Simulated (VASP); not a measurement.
# Ta (I4_1/amd) in VASP: relaxation of cell and atoms with PBE

Aim: the relaxation of cell and atoms of Ta with PBE.

All numbers are computed with VASP 6.6.1; they aren't measurements. Logs are shortened: lines on timing, memory, paths and dates and some standing lists are left out, and cuts for length are marked.

**1. The cell of the first run**

Symmetry: I4_1/amd, No. 141, tetragonal system. The conventional cell has a = 4.883 Å, b = 4.883 Å, c = 2.641 Å, α = 90.00°, β = 90.00°, γ = 90.00°. Within 3.3 Å of Ta (site symmetry -4m2) lie 10 Ta at 2.53 to 3.14 Å.

**2. Relaxation of cell and atoms, PBE, target pressure 54 GPa, at which the enthalpy is minimised**

Contents of INCAR:

```
SYSTEM = Ta
ALGO = Normal
EDIFF = 1E-6
EDIFFG = -0.005
ENCUT = 600
GGA = PE
IBRION = 2
ISIF = 3
ISMEAR = -1
LASPH = .True.
LCHARG = .False.
LREAL = .False.
LWAVE = .False.
NELM = 100
NSW = 32
PREC = Accurate
PSTRESS = 540.0
SIGMA = 0.08
```

Contents of KPOINTS:

```
k-points
0
Gamma
  16 16 16
  0 0 0
```

Contents of POSCAR:

```
Ta
1.0
   -2.4414924269      2.4414924269      1.3205565187
    2.4414924269     -2.4414924269      1.3205565187
    2.4414924269      2.4414924269     -1.3205565187
Ta
2
Direct
   -0.3750000000     -0.1250000000     -0.2500000000
    0.3750000000      0.1250000000      0.2500000000
```

Potentials or basis: VASP PAW PBE potentials, release 64 (Ta_pv).

Started as:

```
cat potpaw_PBE.64/Ta_pv/POTCAR > POTCAR
mpirun -np 1 vasp_std > vasp.out
```

OUTCAR:

```text
SYSTEM = Ta
   EDIFF = 1E-6
   EDIFFG = -0.005
   ENCUT = 600
   GGA = PE
   IBRION = 2
   ISIF = 3
   ISMEAR = -1
   LASPH = .True.
   LREAL = .False.
   NELM = 100
   NSW = 32
   PREC = Accurate
   PSTRESS = 540.0

 ion  position               nearest neighbor table
   1  0.625  0.875  0.750-   2 2.53   2 2.53   2 2.53   2 2.53   2 3.14   2 3.14   2 3.14   2 3.14

   2  0.375  0.125  0.250-   1 2.53   1 2.53   1 2.53   1 2.53   1 3.14   1 3.14   1 3.14   1 3.14

  LATTYP: Found a body centered tetragonal cell.
 ALAT       =     4.8829848538
 C/A-ratio  =     0.5408808580

  Lattice vectors:

 A1 = (  -2.4414924269,   2.4414924269,   1.3205565187)
 A2 = (   2.4414924269,  -2.4414924269,   1.3205565187)
 A3 = (   2.4414924269,   2.4414924269,  -1.3205565187)

Analysis of symmetry for initial positions (statically):
=====================================================================
 Subroutine PRICEL returns:
 Original cell was already a primitive cell.

 Routine SETGRP: Setting up the symmetry group for a
 body centered tetragonal supercell.

 Subroutine GETGRP returns: Found 16 space group operations
 (whereof  4 operations were pure point group operations)
 out of a pool of 16 trial point group operations.

The static configuration has the point symmetry C_2h.
 The point group associated with its full space group is D_4h.

Analysis of symmetry for dynamics (positions and initial velocities):
=====================================================================
 Subroutine PRICEL returns:
 Original cell was already a primitive cell.

 Routine SETGRP: Setting up the symmetry group for a
 body centered tetragonal supercell.

 Subroutine GETGRP returns: Found 16 space group operations
 (whereof  4 operations were pure point group operations)
 out of a pool of 16 trial point group operations.

The dynamic configuration has the point symmetry C_2h.
 The point group associated with its full space group is D_4h.

 Subroutine INISYM returns: Found 16 space group operations
 (whereof  4 operations are pure point group operations),
 and found     1 'primitive' translations

----------------------------------------------------------------------------------------

                                     Primitive cell

  volume of cell :      31.4867

  direct lattice vectors                    reciprocal lattice vectors
    -2.441492427  2.441492427  1.320556519     0.000000000  0.204792771  0.378628247
     2.441492427 -2.441492427  1.320556519     0.204792771  0.000000000  0.378628247
     2.441492427  2.441492427 -1.320556519     0.204792771  0.204792771  0.000000000

  length of vectors
     3.696706651  3.696706651  3.696706651     0.430464201  0.430464201  0.289620715

  position of ions in fractional coordinates (direct lattice)
     0.625000000  0.875000000  0.750000000
     0.375000000  0.125000000  0.250000000

  ion indices of the primitive-cell ions
   primitive index   ion index
                 1           1
                 2           2

----------------------------------------------------------------------------------------

 KPOINTS: k-points

Automatic generation of k-mesh.
 Grid dimensions read from file:
 generate k-points for:   16   16   16

 Generating k-lattice:

  Cartesian coordinates                     Fractional coordinates (reciprocal lattice)
     0.000000000  0.012799548  0.023664265     0.062500000  0.000000000  0.000000000
     0.012799548  0.000000000  0.023664265     0.000000000  0.062500000  0.000000000
     0.012799548  0.012799548  0.000000000     0.000000000  0.000000000  0.062500000

  Length of vectors
     0.026904013  0.026904013  0.018101295

  Shift w.r.t. Gamma in fractional coordinates (k-lattice)
     0.000000000  0.000000000  0.000000000

 Subroutine IBZKPT returns following result:
 ===========================================

 Found    349 irreducible k-points:

 Following reciprocal coordinates:
            Coordinates               Weight
  0.000000  0.000000  0.000000      1.000000
  0.062500 -0.000000  0.000000      8.000000
  0.125000 -0.000000  0.000000      8.000000
  0.187500  0.000000  0.000000      8.000000
  0.250000 -0.000000  0.000000      8.000000
  0.312500 -0.000000  0.000000      8.000000
[... 16 lines left out ...]
 -0.125000  0.062500 -0.000000     16.000000
 -0.062500  0.062500  0.000000      4.000000
 [... further k-points ...]
   k-points           NKPTS =    349   k-points in BZ     NKDIM =    349   number of bands    NBANDS=     15
   number of dos      NEDOS =    301   number of ions     NIONS =      2
   total plane-waves  NPLWV =  27000
   dimension x,y,z NGX =    30 NGY =   30 NGZ =   30
   dimension x,y,z NGXF=    60 NGYF=   60 NGZF=   60
   ions per type =               2
   NGX,Y,Z   is equivalent  to a cutoff of  13.49, 13.49, 13.49 a.u.
   NGXF,Y,Z  is equivalent  to a cutoff of  26.98, 26.98, 26.98 a.u.
 SYSTEM =  Ta
   PREC   = accura    normal or accurate (medium, high low for compatibility)
   ISTART =      0    job   : 0-new  1-cont  2-samecut
   ICHARG =      2    charge: 1-file 2-atom 10-const
   ISPIN  =      1    spin polarized calculation?
   LNONCOLLINEAR =      F non collinear calculations
   LSORBIT =      F    spin-orbit coupling
   LASPH  =      T    aspherical Exc in radial PAW
   ENCUT  =  600.0 eV  44.10 Ry    6.64 a.u.   7.38  7.38  7.38*2*pi/ulx,y,z
   NELM   =    100;   NELMIN=  2; NELMDL= -5     # of ELM steps
   EDIFF  = 0.1E-05   stopping-criterion for ELM
   LREAL  =      F    real-space projection
   EDIFFG = -.5E-02   stopping-criterion for IOM
   NSW    =     32    number of steps for IOM
   IBRION =      2    ionic relax: 0-MD 1-quasi-New 2-CG
   NFREE  =      1    steps in history (QN), initial steepest desc. (CG)
   ISIF   =      3    stress and relaxation
   ISYM   =      2    0-nonsym 1-usesym 2-fastsym
   POTIM  = 0.5000    time-step for ionic-motion
   TEBEG  =    0.0;   TEEND  =   0.0 temperature during run
   PSTRESS=  540.0 pullay stress
   NELECT =      22.0000    total number of electrons
   NUPDOWN=      -1.0000    fix difference up-down
   EMIN   =  10.00;   EMAX   =-10.00  energy-range for DOS
   EFERMI =   0.00;   METHOD = LEGACY
   ISMEAR =    -1;   SIGMA  =   0.08  broadening in eV -4-tet -1-fermi 0-gaus
   EFERMI_NEDOS =   21; number of points for ismear=-14 and -15
   IALGO  =     38    algorithm
   IMIX   =      4    mixing-type and parameters
     AMIX     =   0.40;   BMIX     =  1.00
     AMIX_MAG =   1.60;   BMIX_MAG =  1.00
  volume/ion in A,a.u.               =      15.74       106.24
  Fermi-wavevector in a.u.,A,eV,Ry     =   1.452691  2.745187 28.712512  2.110310
  Thomas-Fermi vector in A             =   2.570043
   LORBIT       =      0    0 simple, 1 ext, 2 COOP (PROOUT), +10 PAW based schemes
   GGA     = PE    functional components
   LHFCALC =     F    Hartree Fock is set to
   AEXX    =    0.0000 exact exchange contribution
   IVDW    =     0    specifies the selected vdW correction
   LEPSILON=     F    determine dielectric tensor
   LRPA    =     F    only Hartree local field effects (RPA)
 conjugate gradient relaxation of ions
 non-spin polarized calculation
  energy-cutoff  :      600.00
  volume of cell :       31.49
 maximum number of plane-waves:      1073
 NGX is ok and might be reduce to    30
   NGX = 15   NGY = 15   NGZ = 15

--------------------------------------- Ionic step        1  -------------------------------------------

 number of electron      22.0000000 magnetization

 Free energy of the ion-electron system (eV)
  ---------------------------------------------------
  ext. energy  EPLUGINS =         0.00000000
  ---------------------------------------------------
  free energy    TOTEN  =       -21.00079519 eV

  energy without entropy =      -20.96172454  energy(sigma->0) =      -20.98125986

------------------------ aborting loop because EDIFF is reached ----------------------------------------

  FORCE on cell =-STRESS in cart. coord.  units (eV):
  Direction    XX          YY          ZZ          XY          YZ          ZX
  --------------------------------------------------------------------------------------
  -------------------------------------------------------------------------------------
  Total       10.7912243     10.7912243     10.7471942      0.0000000     -0.0000000      0.0000000
  in kB      549.1026684    549.1026684    546.8622325      0.0000000     -0.0000000      0.0000000
  external PRESSURE =       8.3558564 kB  Pullay stress =     540.0000000 kB
[... 93 lines left out ...]
  FREE ENERGIE OF THE ION-ELECTRON SYSTEM (eV)
  ---------------------------------------------------
  free  energy   TOTEN  =       -21.0269817223 eV

  energy  without entropy=      -20.9878601800  energy(sigma->0) =      -21.00742095

  enthalpy is  TOTEN    =       -10.3886604608 eV   P V=       10.6383212615

[... ionic steps 4 to 9 ...]

--------------------------------------- Ionic step       10  -------------------------------------------

 number of electron      22.0000001 magnetization

------------------------ aborting loop because EDIFF is reached ----------------------------------------

  FORCE on cell =-STRESS in cart. coord.  units (eV):
  Direction    XX          YY          ZZ          XY          YZ          ZX
  --------------------------------------------------------------------------------------
  -------------------------------------------------------------------------------------
  Total       10.6249201     10.6249201     10.6445434      0.0000000      0.0000000      0.0000000
  in kB      539.2711766    539.2711766    540.2671661      0.0000000      0.0000000      0.0000000
  external PRESSURE =      -0.3968269 kB  Pullay stress =     540.0000000 kB
[... 61 lines left out ...]
  enthalpy is  TOTEN    =       -10.3886673931 eV   P V=       10.6392859547

--------------------------------------- Ionic step       12  -------------------------------------------

 number of electron      22.0000001 magnetization

 Free energy of the ion-electron system (eV)
  ---------------------------------------------------
  ext. energy  EPLUGINS =         0.00000000
  ---------------------------------------------------
  free energy    TOTEN  =       -21.02795511 eV

  energy without entropy =      -20.98883874  energy(sigma->0) =      -21.00839692

 E-fermi :   7.1064     XC(G=0): -13.2326

 val. band max:        7.1057610104   @ k =  -0.3750   0.4375   0.1250
 cond. band min:       7.1089233072   @ k =  -0.1875   0.4375   0.1250
 fundamental gap:      0.0031622969
 Fermi energy:         7.1063514731

 k-point     1 :       0.0000    0.0000    0.0000
  band No.  band energies     occupation
      1     -27.7986      2.00000
      2     -27.7986      2.00000
      3     -25.9102      2.00000
      4     -25.8853      2.00000
      5     -25.8577      2.00000
      6     -25.8577      2.00000
      7      -1.6245      2.00000
      8       1.2225      2.00000
      9       3.8759      2.00000
     10       4.2374      2.00000
     11       5.4971      2.00000
     12      10.5882      0.00000
     13      10.5882      0.00000
     14      10.7725      0.00000
     15      10.7725      0.00000
[... 397 lines left out ...]
 k-point    24 :      -0.0625    0.0625    0.0000
  band No.  band energies     occupation
      1     -27.7853      2.00000
      2     -27.7838      2.00000
      3     -25.9665      2.00000
      4     -25.8836      2.00000
      5     -25.8833      2.00000
      6     -25.8219      2.00000
      7      -1.5377      2.00000
      8       1.2931      2.00000
      9       3.9282      2.00000
     10       4.2034      2.00000
     11       5.4570      2.00000
     12      10.6276      0.00000
     13      10.6622      0.00000
     14      10.8304      0.00000
     15      10.8443      0.00000

 [... further k-points ...]

------------------------ aborting loop because EDIFF is reached ----------------------------------------

  FORCE on cell =-STRESS in cart. coord.  units (eV):
  Direction    XX          YY          ZZ          XY          YZ          ZX
  --------------------------------------------------------------------------------------
  -------------------------------------------------------------------------------------
  Total       10.6303832     10.6303832     10.6334094      0.0000000      0.0000000      0.0000000
  in kB      539.5480459    539.5480459    539.7016406      0.0000000      0.0000000      0.0000000
  external PRESSURE =      -0.4007558 kB  Pullay stress =     540.0000000 kB
[... 17 lines left out ...]
  FREE ENERGIE OF THE ION-ELECTRON SYSTEM (eV)
  ---------------------------------------------------
  free  energy   TOTEN  =       -21.0279551122 eV

  energy  without entropy=      -20.9888387357  energy(sigma->0) =      -21.00839692

  enthalpy is  TOTEN    =       -10.3886673629 eV   P V=       10.6392877493

 reached required accuracy - stopping structural energy minimisation
```

Wall time 6.9 min (1 thread of AMD EPYC 9R45 (Zen 5), shared host); peak memory 0.29 GiB.

What came out:

```yaml
Free_energy: -21.0280 eV
Relaxed_volume: 15.78 Å³/atom
Relaxed_cell: a = 3.700 Å, b = 3.700 Å, c = 3.700 Å, α = 97.32°, β = 97.32°, γ = 138.17°
Space_group_after_relaxing_to_0.1_Å: I4_1/amd (No. 141)
Energy_change_on_relaxing_the_run_minimises_the_enthalpy: -13.6 meV/atom
Ionic_steps: 12
Pressure_after_relaxing: 54.0 GPa
Band_gap_on_the_k_mesh: zero (bands 11 and 12 overlap by 1.90 eV)
```

The path:
```csv
step,energy change (eV),largest force (eV/Å),pressure (GPa),volume (Å³)
1,0.0000,0.0000,54.84,31.49
2,-0.1238,0.0000,50.74,31.86
3,-0.0262,0.0000,54.00,31.56
4,-0.0267,0.0000,53.99,31.57
5,-0.0272,0.0000,53.98,31.57
6,-0.0271,0.0000,53.97,31.57
7,-0.0272,0.0000,53.96,31.57
8,-0.0272,0.0000,53.96,31.57
9,-0.0271,0.0000,53.96,31.57
10,-0.0272,0.0000,53.96,31.57
11,-0.0272,0.0000,53.96,31.57
12,-0.0272,0.0000,53.96,31.57
```

Final structure:
```cif
data_structure
_symmetry_space_group_name_H-M 'P 1'
_symmetry_Int_Tables_number 1
_cell_length_a 3.7004
_cell_length_b 3.7004
_cell_length_c 3.7004
_cell_angle_alpha 97.321
_cell_angle_beta 97.321
_cell_angle_gamma 138.171
_cell_volume 31.57
loop_
_atom_site_label
_atom_site_type_symbol
_atom_site_fract_x
_atom_site_fract_y
_atom_site_fract_z
_atom_site_occupancy
Ta1 Ta 0.62500 0.87500 0.75000 1
Ta2 Ta 0.37500 0.12500 0.25000 1
```

Caveat: the cell is relaxed towards a set pressure, so the run minimises the enthalpy, not the energy; spin-orbit coupling is left out, which moves the levels of the heavy elements.
